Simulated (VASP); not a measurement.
# CaO in VASP: a series of runs

CaO is run at these levels: PBE; tasks: single point.

All numbers are computed with VASP 6.6.1; they aren't measurements. Logs are shortened: lines on timing, memory, paths and dates and some standing lists are left out, and cuts for length are marked.

### Step 1. The cell of the first run

Symmetry: Fm-3m, No. 225, cubic system. Conventional cell: a = 4.831 Å, b = 4.831 Å, c = 4.831 Å, α = 90.00°, β = 90.00°, γ = 90.00°. Within 3.2 Å of Ca (site symmetry m-3m) lie 6 O at 2.42 Å. Within 3.2 Å of O (site symmetry m-3m) lie 6 Ca at 2.42 Å.

### Step 2. Single point, PBE

The input, INCAR:

```
PREC = Accurate
ENCUT = 520
EDIFF = 1E-6
ISMEAR = 0
SIGMA = 0.05
LREAL = F
LASPH = T
NELM = 60
ALGO = Normal
ISIF = 2
LWAVE = F
LCHARG = F
GGA = PE
NBANDS = 15
```

The input, KPOINTS:

```
Automatic mesh
0
Gamma
  18 18 18
```

The input, POSCAR:

```
CaO
1.0
    0.0000000000      2.4154225699      2.4154225699
    2.4154225699      0.0000000000      2.4154225699
    2.4154225699      2.4154225699      0.0000000000
Ca O
1 1
Direct
    0.5000000000      0.5000000000      0.5000000000
    0.0000000000      0.0000000000      0.0000000000
```

Potentials or basis: VASP PAW PBE potentials, release 64 (Ca_sv, O).

Started as:

```sh
$ cat potpaw_PBE.64/Ca_sv/POTCAR potpaw_PBE.64/O/POTCAR > POTCAR
$ mpirun -np 1 vasp_std > vasp.out
```

OUTCAR:

```text
PREC = Accurate
   ENCUT = 520
   EDIFF = 1E-6
   ISMEAR = 0
   LREAL = F
   LASPH = T
   NELM = 60
   ISIF = 2
   GGA = PE

 ion  position               nearest neighbor table
   1  0.500  0.500  0.500-   2 2.42   2 2.42   2 2.42   2 2.42   2 2.42   2 2.42
   2  0.000  0.000  0.000-   1 2.42   1 2.42   1 2.42   1 2.42   1 2.42   1 2.42

  LATTYP: Found a face centered cubic cell.
 ALAT       =     4.8308451398

  Lattice vectors:

 A1 = (   0.0000000000,   2.4154225699,   2.4154225699)
 A2 = (   2.4154225699,   0.0000000000,   2.4154225699)
 A3 = (   2.4154225699,   2.4154225699,   0.0000000000)

Analysis of symmetry for initial positions (statically):
=====================================================================
 Subroutine PRICEL returns:
 Original cell was already a primitive cell.

 Routine SETGRP: Setting up the symmetry group for a
 face centered cubic supercell.

 Subroutine GETGRP returns: Found 48 space group operations
 (whereof 48 operations were pure point group operations)
 out of a pool of 48 trial point group operations.

The static configuration has the point symmetry O_h .

Analysis of symmetry for dynamics (positions and initial velocities):
=====================================================================
 Subroutine PRICEL returns:
 Original cell was already a primitive cell.

 Routine SETGRP: Setting up the symmetry group for a
 face centered cubic supercell.

 Subroutine GETGRP returns: Found 48 space group operations
 (whereof 48 operations were pure point group operations)
 out of a pool of 48 trial point group operations.

The dynamic configuration has the point symmetry O_h .

 Subroutine INISYM returns: Found 48 space group operations
 (whereof 48 operations are pure point group operations),
 and found     1 'primitive' translations

----------------------------------------------------------------------------------------

                                     Primitive cell

  volume of cell :      28.1844

  direct lattice vectors                    reciprocal lattice vectors
     0.000000000  2.415422570  2.415422570    -0.207003117  0.207003117  0.207003117
     2.415422570  0.000000000  2.415422570     0.207003117 -0.207003117  0.207003117
     2.415422570  2.415422570  0.000000000     0.207003117  0.207003117 -0.207003117

  length of vectors
     3.415923357  3.415923357  3.415923357     0.358539915  0.358539915  0.358539915

  position of ions in fractional coordinates (direct lattice)
     0.500000000  0.500000000  0.500000000
     0.000000000  0.000000000  0.000000000

  ion indices of the primitive-cell ions
   primitive index   ion index
                 1           1
                 2           2

----------------------------------------------------------------------------------------

 KPOINTS: Automatic mesh

Automatic generation of k-mesh.
 Grid dimensions read from file:
 generate k-points for:   18   18   18

 Generating k-lattice:

  Cartesian coordinates                     Fractional coordinates (reciprocal lattice)
    -0.011500173  0.011500173  0.011500173     0.055555556  0.000000000  0.000000000
     0.011500173 -0.011500173  0.011500173     0.000000000  0.055555556  0.000000000
     0.011500173  0.011500173 -0.011500173     0.000000000  0.000000000  0.055555556

  Length of vectors
     0.019918884  0.019918884  0.019918884

  Shift w.r.t. Gamma in fractional coordinates (k-lattice)
     0.000000000  0.000000000  0.000000000

 Subroutine IBZKPT returns following result:
 ===========================================

 Found    195 irreducible k-points:

 Following reciprocal coordinates:
            Coordinates               Weight
  0.000000  0.000000  0.000000      1.000000
  0.055556  0.000000  0.000000      8.000000
  0.111111  0.000000  0.000000      8.000000
  0.166667  0.000000  0.000000      8.000000
  0.222222  0.000000  0.000000      8.000000
  0.277778  0.000000  0.000000      8.000000
[... 16 lines left out ...]
 -0.277778  0.055556  0.000000     24.000000
 -0.222222  0.055556  0.000000     24.000000
 [... further k-points ...]
   k-points           NKPTS =    195   k-points in BZ     NKDIM =    195   number of bands    NBANDS=     15
   number of dos      NEDOS =    301   number of ions     NIONS =      2
   total plane-waves  NPLWV =  21952
   dimension x,y,z NGX =    28 NGY =   28 NGZ =   28
   dimension x,y,z NGXF=    56 NGYF=   56 NGZF=   56
   ions per type =               1   1
   NGX,Y,Z   is equivalent  to a cutoff of  13.63, 13.63, 13.63 a.u.
   NGXF,Y,Z  is equivalent  to a cutoff of  27.25, 27.25, 27.25 a.u.
 SYSTEM =  unknown system
   PREC   = accura    normal or accurate (medium, high low for compatibility)
   ISTART =      0    job   : 0-new  1-cont  2-samecut
   ICHARG =      2    charge: 1-file 2-atom 10-const
   ISPIN  =      1    spin polarized calculation?
   LNONCOLLINEAR =      F non collinear calculations
   LSORBIT =      F    spin-orbit coupling
   LASPH  =      T    aspherical Exc in radial PAW
   ENCUT  =  520.0 eV  38.22 Ry    6.18 a.u.   6.35  6.35  6.35*2*pi/ulx,y,z
   NELM   =     60;   NELMIN=  2; NELMDL= -5     # of ELM steps
   EDIFF  = 0.1E-05   stopping-criterion for ELM
   LREAL  =      F    real-space projection
   EDIFFG = 0.1E-04   stopping-criterion for IOM
   NSW    =      0    number of steps for IOM
   IBRION =     -1    ionic relax: 0-MD 1-quasi-New 2-CG
   NFREE  =      0    steps in history (QN), initial steepest desc. (CG)
   ISIF   =      2    stress and relaxation
   ISYM   =      2    0-nonsym 1-usesym 2-fastsym
   POTIM  = 0.5000    time-step for ionic-motion
   TEBEG  =    0.0;   TEEND  =   0.0 temperature during run
   PSTRESS=    0.0 pullay stress
   NELECT =      16.0000    total number of electrons
   NUPDOWN=      -1.0000    fix difference up-down
   EMIN   =  10.00;   EMAX   =-10.00  energy-range for DOS
   EFERMI =   0.00;   METHOD = LEGACY
   ISMEAR =     0;   SIGMA  =   0.05  broadening in eV -4-tet -1-fermi 0-gaus
   EFERMI_NEDOS =   21; number of points for ismear=-14 and -15
   IALGO  =     38    algorithm
   IMIX   =      4    mixing-type and parameters
     AMIX     =   0.40;   BMIX     =  1.00
     AMIX_MAG =   1.60;   BMIX_MAG =  1.00
  volume/ion in A,a.u.               =      14.09        95.10
  Fermi-wavevector in a.u.,A,eV,Ry     =   1.355538  2.561595 25.000479  1.837483
  Thomas-Fermi vector in A             =   2.482617
   LORBIT       =      0    0 simple, 1 ext, 2 COOP (PROOUT), +10 PAW based schemes
   GGA     = PE    functional components
   LHFCALC =     F    Hartree Fock is set to
   AEXX    =    0.0000 exact exchange contribution
   IVDW    =     0    specifies the selected vdW correction
   LEPSILON=     F    determine dielectric tensor
   LRPA    =     F    only Hartree local field effects (RPA)
 non-spin polarized calculation
 Gauss-broadening in eV      SIGMA  =   0.05
  energy-cutoff  :      520.00
  volume of cell :       28.18
 maximum number of plane-waves:       771
 NGX is ok and might be reduce to    28
   NGX = 13   NGY = 13   NGZ = 13

 number of electron      15.9999999 magnetization

 Free energy of the ion-electron system (eV)
  ---------------------------------------------------
  ext. energy  EPLUGINS =         0.00000000
  ---------------------------------------------------
  free energy    TOTEN  =       -12.80533101 eV

  energy without entropy =      -12.80533101  energy(sigma->0) =      -12.80533101

 E-fermi :   2.5041     XC(G=0): -10.4014

 val. band max:        2.2645872929   @ k =   0.0000   0.0000   0.0000
 cond. band min:       5.9036295169   @ k =   0.5000   0.5000   0.0000
 fundamental gap:      3.6390422240
 Fermi energy:         2.5041090118

 k-point     1 :       0.0000    0.0000    0.0000
  band No.  band energies     occupation
      1     -35.4355      2.00000
      2     -16.2101      2.00000
      3     -16.2101      2.00000
      4     -16.2101      2.00000
      5     -13.2382      2.00000
      6       2.2646      2.00000
      7       2.2646      2.00000
      8       2.2646      2.00000
      9       6.8550      0.00000
     10       8.4519      0.00000
     11       8.4519      0.00000
     12       8.4519      0.00000
     13       9.9292      0.00000
     14       9.9292      0.00000
     15      17.2406      0.00000

 k-point     2 :       0.0556    0.0000    0.0000
  band No.  band energies     occupation
      1     -35.4326      2.00000
      2     -16.2524      2.00000
      3     -16.2116      2.00000
      4     -16.2116      2.00000
      5     -13.1936      2.00000
      6       2.1456      2.00000
      7       2.2211      2.00000
      8       2.2211      2.00000
      9       7.0048      0.00000
     10       8.4384      0.00000
     11       8.5044      0.00000
     12       8.5044      0.00000
     13      10.0034      0.00000
     14      10.0034      0.00000
     15      17.3702      0.00000

 k-point     3 :       0.1111    0.0000    0.0000
  band No.  band energies     occupation
      1     -35.4243      2.00000
      2     -16.3681      2.00000
      3     -16.2162      2.00000
      4     -16.2162      2.00000
      5     -13.0713      2.00000
      6       1.8329      2.00000
      7       2.0997      2.00000
      8       2.0997      2.00000
      9       7.4073      0.00000
     10       8.4145      0.00000
     11       8.6581      0.00000
     12       8.6581      0.00000
     13      10.2156      0.00000
     14      10.2156      0.00000
     15      17.7025      0.00000
[... 343 lines left out ...]
 k-point    23 :      -0.2778    0.0556    0.0000
  band No.  band energies     occupation
      1     -35.3722      2.00000
      2     -16.9383      2.00000
      3     -16.2686      2.00000
      4     -16.2349      2.00000
      5     -12.4544      2.00000
      6       0.4034      2.00000
      7       1.3955      2.00000
      8       1.5332      2.00000
      9       8.5336      0.00000
     10       9.4657      0.00000
     11       9.5762      0.00000
     12       9.9547      0.00000
     13      11.4184      0.00000
     14      11.7005      0.00000
     15      17.6953      0.00000

 k-point    24 :      -0.2222    0.0556    0.0000
  band No.  band energies     occupation
      1     -35.3886      2.00000
      2     -16.7747      2.00000
      3     -16.2592      2.00000
      4     -16.2253      2.00000
      5     -12.6304      2.00000
      6       0.7834      2.00000
      7       1.5771      2.00000
      8       1.7366      2.00000
      9       8.3713      0.00000
     10       8.8862      0.00000
     11       9.2237      0.00000
     12       9.5861      0.00000
     13      10.9753      0.00000
     14      11.2821      0.00000
     15      18.1420      0.00000

 [... further k-points ...]
[... 5 lines left out ...]
  --------------------------------------------------------------------------------------
  -------------------------------------------------------------------------------------
  Total        0.0929101      0.0929101      0.0929101     -0.0000000      0.0000000      0.0000000
  in kB        5.2815821      5.2815821      5.2815821     -0.0000000      0.0000000      0.0000000
  external PRESSURE =       5.2815821 kB  Pullay stress =       0.0000000 kB

 VOLUME and BASIS-vectors are now :
 -----------------------------------------------------------------------------
  energy-cutoff  :      520.00
  volume of cell :       28.18
      direct lattice vectors                 reciprocal lattice vectors
     0.000000000  2.415422570  2.415422570    -0.207003117  0.207003117  0.207003117
     2.415422570  0.000000000  2.415422570     0.207003117 -0.207003117  0.207003117
     2.415422570  2.415422570  0.000000000     0.207003117  0.207003117 -0.207003117

 POSITION                                       TOTAL-FORCE (eV/Angst)
 -----------------------------------------------------------------------------------
      2.41542      2.41542      2.41542         0.000000      0.000000      0.000000
      0.00000      0.00000      0.00000        -0.000000     -0.000000     -0.000000
 -----------------------------------------------------------------------------------
    total drift:                                0.000000      0.000000      0.000000

  FREE ENERGIE OF THE ION-ELECTRON SYSTEM (eV)
  ---------------------------------------------------
  free  energy   TOTEN  =       -12.8053310099 eV

  energy  without entropy=      -12.8053310099  energy(sigma->0) =      -12.80533101
```

Wall time 49 s (1 thread of Intel Xeon Platinum 8488C (Sapphire Rapids), shared host); peak memory 0.21 GiB.

Results:

```yaml
Free_energy: -12.8053 eV
Pressure: 0.5 GPa
Band_gap_on_the_k_mesh: 3.64 eV, indirect (least direct gap 4.02 eV)
```

### Step 3. Single point, PBE

The input, INCAR:

```
ALGO     = Normal         # electronic algorithm
EDIFF    = 1E-6           # SCF threshold, eV
ENCUT    = 520            # plane-wave cutoff, eV
GGA      = PE             # functional
ISIF     = 2              # what is computed and relaxed
ISMEAR   = 0              # smearing method
LASPH    = True           # aspherical terms in the spheres
LCHARG   = True           # write CHGCAR
LELF     = True           # ELF
LREAL    = False          # projectors in reciprocal space
LVHAR    = True         
LWAVE    = False          # write WAVECAR
NBANDS   = 15             # bands
NELM     = 80             # most SCF steps
PREC     = Accurate       # precision mode
SIGMA    = 0.05           # smearing width, eV
```

The input, KPOINTS:

```
k-points
0
Gamma
  12 12 12
```

The input, POSCAR:

```
CaO
1.0
   -0.0241542257      2.4154225699      2.4154225699
    2.4154225699     -0.0241542257      2.4154225699
    2.3912683442      2.3912683442      0.0000000000
Ca O
1 1
Direct
    0.5000000000      0.5000000000      0.5000000000
    0.0000000000      0.0000000000      0.0000000000
```

Potentials or basis: VASP PAW PBE potentials, release 64 (Ca_sv, O).

Started as:

```sh
$ cat potpaw_PBE.64/Ca_sv/POTCAR potpaw_PBE.64/O/POTCAR > POTCAR
$ mpirun -np 1 vasp_std > vasp.out
```

Run time: 67 s. Hardware: 1 thread of Intel Xeon Platinum 8488C (Sapphire Rapids), shared host; peak memory 0.24 GiB.

It converged, with:

```yaml
Free_energy: -12.8027 eV
Pressure: 0.5 GPa
Band_gap_on_the_k_mesh: 3.60 eV, indirect (least direct gap 3.97 eV)
```

Stress tensor (GPa, compression positive):
```
0.54 1.50 0.00
1.50 0.54 0.00
0.00 0.00 0.50
```

Levels at points of the mesh, in eV from the valence-band top:
```csv
k point,band 5,band 6,band 7,band 8,band 9,band 10,band 11,band 12
"(0.00, 0.00, 0.00)",-15.54,-0.07,-0.04,0.00,4.55,6.05,6.15,6.25
"(0.50, 0.00, 0.00)",-14.40,-2.64,-1.21,-1.14,6.91,8.14,8.26,8.36
"(0.50, 0.50, 0.00)",-15.30,-1.34,-0.46,-0.36,3.60,7.90,8.77,9.38
"(0.00, 0.00, 0.50)",-14.41,-2.63,-1.28,-1.20,6.96,8.21,8.34,8.35
"(0.50, 0.00, 0.50)",-15.30,-1.34,-0.41,-0.41,3.60,7.89,8.76,9.39
```

A k mesh can miss the band edges. PBE gaps usually lie below the measured ones, often by a third to a half.

### Step 4. Single point, PBE (volume scaled by 0.945)

The input, INCAR:

```
PREC = Accurate ; ENCUT = 520
EDIFF = 1E-7 ; ISMEAR = 0
SIGMA = 0.05 ; LREAL = F
LASPH = T ; NELM = 60
ALGO = Normal ; ISIF = 2
LWAVE = F ; LCHARG = T
GGA = PE ; LELF = T
LVHAR = T ; NBANDS = 15
```

The input, KPOINTS:

```
regular mesh
0
Gamma
  12 12 12
```

The input, POSCAR:

```
CaO
1.0
    0.0000000000      2.3703022180      2.3703022180
    2.3703022180      0.0000000000      2.3703022180
    2.3703022180      2.3703022180      0.0000000000
Ca O
1 1
Direct
    0.5000000000      0.5000000000      0.5000000000
    0.0000000000      0.0000000000      0.0000000000
```

Started as:

```sh
$ cat potpaw_PBE.64/Ca_sv/POTCAR potpaw_PBE.64/O/POTCAR > POTCAR
$ mpirun -np 1 vasp_std > vasp.out
```

Run time: 21 s. Hardware: 1 thread of Intel Xeon Platinum 8488C (Sapphire Rapids), shared host; peak memory 0.17 GiB.

It converged, with:

- Free energy: -12.7665 eV
- Pressure: 7.5 GPa
- Band gap on the k mesh: 3.62 eV, indirect (least direct gap 3.98 eV)

Levels at points of the mesh, in eV from the valence-band top:
| k point | band 4 | band 5 | band 6 | band 7 | band 8 | band 9 | band 10 | band 11 | band 12 | band 13 |
| --- | --- | --- | --- | --- | --- | --- | --- | --- | --- | --- |
| (0.00, 0.00, 0.00) | -18.20 | -15.61 | 0.00 | 0.00 | 0.00 | 5.06 | 6.32 | 6.32 | 6.32 | 7.90 |
| (0.50, 0.00, 0.00) | -18.26 | -14.23 | -2.74 | -1.29 | -1.29 | 7.24 | 8.58 | 8.58 | 8.83 | 10.77 |
| (0.50, 0.50, 0.00) | -18.46 | -15.38 | -1.28 | -0.36 | -0.36 | 3.62 | 8.35 | 9.13 | 9.82 | 9.82 |

 A k mesh can miss the band edges.

### Step 5. Single point, PBE (volume scaled by 0.980)

The input, INCAR:

```
PREC = Accurate
ENCUT = 520
EDIFF = 1E-6
ISMEAR = 0
SIGMA = 0.05
LREAL = F
LASPH = T
NELM = 60
ALGO = Normal
ISIF = 2
LWAVE = F
LCHARG = F
GGA = PE
NBANDS = 15
```

The input, KPOINTS:

```
Automatic mesh
0
Gamma
  12 12 12
```

The input, POSCAR:

```
CaO
1.0
    0.0000000000      2.3992111917      2.3992111917
    2.3992111917      0.0000000000      2.3992111917
    2.3992111917      2.3992111917      0.0000000000
Ca O
1 1
Direct
    0.5000000000      0.5000000000      0.5000000000
    0.0000000000      0.0000000000      0.0000000000
```

Started as:

```sh
$ cat potpaw_PBE.64/Ca_sv/POTCAR potpaw_PBE.64/O/POTCAR > POTCAR
$ mpirun -np 1 vasp_std > vasp.out
```

Wall time 18 s (1 thread of Intel Xeon Platinum 8488C (Sapphire Rapids), shared host); peak memory 0.17 GiB.

It converged, with:

- Free energy: -12.7988 eV
- Pressure: 2.8 GPa
- Band gap on the k mesh: 3.63 eV, indirect (least direct gap 4.01 eV)

Levels at points of the mesh, in eV from the valence-band top:
```tsv
k point	band 4	band 5	band 6	band 7	band 8	band 9	band 10	band 11	band 12	band 13
(0.00, 0.00, 0.00)	-18.38	-15.54	0.00	0.00	0.00	4.75	6.24	6.24	6.24	7.75
(0.50, 0.00, 0.00)	-18.43	-14.32	-2.65	-1.21	-1.21	7.07	8.38	8.38	8.54	10.46
(0.50, 0.50, 0.00)	-18.61	-15.30	-1.30	-0.37	-0.37	3.63	8.08	8.92	9.57	9.57
```

### Step 6. Single point, PBE (volume scaled by 0.960)

The input, INCAR:

```
SYSTEM = CaO
PREC = Accurate ; ENCUT = 520
EDIFF = 1E-7 ; ISMEAR = 0
SIGMA = 0.05 ; LREAL = .False.
LASPH = .True. ; NELM = 60
ALGO = Normal ; ISIF = 2
LWAVE = .False. ; LCHARG = .False.
GGA = PE ; NBANDS = 15
```

The input, KPOINTS:

```
Automatic mesh
0
Gamma
  12 12 12
  0 0 0
```

The input, POSCAR:

```
CaO
1.0
    0.0000000000      2.3827777226      2.3827777226
    2.3827777226      0.0000000000      2.3827777226
    2.3827777226      2.3827777226      0.0000000000
Ca O
1 1
Direct
    0.5000000000      0.5000000000      0.5000000000
    0.0000000000      0.0000000000      0.0000000000
```

Potentials or basis: VASP PAW PBE potentials, release 64 (Ca_sv, O).

Started as:

```sh
$ cat potpaw_PBE.64/Ca_sv/POTCAR potpaw_PBE.64/O/POTCAR > POTCAR
$ mpirun -np 1 vasp_std > vasp.out
```

Wall time 20 s (1 thread of Intel Xeon Platinum 8488C (Sapphire Rapids), shared host); peak memory 0.17 GiB.

Results (log left out):

```yaml
Free_energy: -12.7839 eV
Pressure: 5.4 GPa
Band_gap_on_the_k_mesh: 3.63 eV, indirect (least direct gap 4.00 eV)
```

Levels at points of the mesh, in eV from the valence-band top:
```csv
k point,band 4,band 5,band 6,band 7,band 8,band 9,band 10,band 11,band 12,band 13
"(0.00, 0.00, 0.00)",-18.28,-15.58,0.00,0.00,0.00,4.92,6.29,6.29,6.29,7.84
"(0.50, 0.00, 0.00)",-18.33,-14.27,-2.70,-1.25,-1.25,7.17,8.50,8.50,8.70,10.64
"(0.50, 0.50, 0.00)",-18.53,-15.35,-1.29,-0.37,-0.37,3.63,8.24,9.04,9.71,9.71
```

### Step 7. Summary

| cell | k mesh | gap on the mesh (eV) | pressure (GPa) |
| --- | --- | --- | --- |
| a = 3.416 Å, angles 60.0°, 2 atoms | 18 × 18 × 18 | 3.64 | 0.5 |
| a = 3.416, b = 3.416, c = 3.382 Å, angles 60.3, 60.3, 60.7°, 2 atoms | 12 × 12 × 12 | 3.60 | 0.5 |
| a = 3.352 Å, angles 60.0°, 2 atoms | 12 × 12 × 12 | 3.62 | 7.5 |
| a = 3.393 Å, angles 60.0°, 2 atoms | 12 × 12 × 12 | 3.63 | 2.8 |
| a = 3.370 Å, angles 60.0°, 2 atoms | 12 × 12 × 12 | 3.63 | 5.4 |

Alike in all rows: task single point; level PBE; potentials or basis VASP PAW PBE potentials, release 64 (Ca_sv, O); no spin polarisation; cutoff (eV) 520; smearing gaussian 0.05 eV.

Absolute energies hang on the potentials; compare differences alone.
